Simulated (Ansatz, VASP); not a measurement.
Two plane-wave programs on Co

```
Co
1.0
     2.29386    0.00000    0.00000
     0.00000    2.29386    0.00000
     0.00000    0.00000    2.29386
Co
1
Direct
  0.00000 0.00000 0.00000
```

Alike in both runs: task single point; functional revPBE; k mesh 15 × 15 × 15; occupations fermi-dirac, width 0.05 eV; collinear spin.

|  | VASP | Ansatz |
| --- | --- | --- |
| version | VASP 6.6.1 | Ansatz 0.2.0 |
| potentials or method | VASP PAW PBE potentials, release 64 (Co), cutoff 520 eV | plane waves (420 eV) with PAW, scalar-relativistic |
| valence electrons in the cell | 9 | 17 |

Ansatz gave:

```
pressure (GPa)                                                : 12.6
net moment per atom (μB)                                      : 1.78
size of the moment on the site where the two differ most (μB) : 1.79
```

Q: What did VASP give for the same quantities?

A: Pressure (GPa): 11.8; net moment per atom (μB): 1.77; size of the moment on the site where the two differ most (μB): 1.77.

VASP's potentials were made for PBE, not for revPBE. Site moments also hang on the region over which each program counts them. VASP's potentials hold 9 valence electrons a cell and Ansatz's 17, so a difference there can come from the potentials and not from the codes.
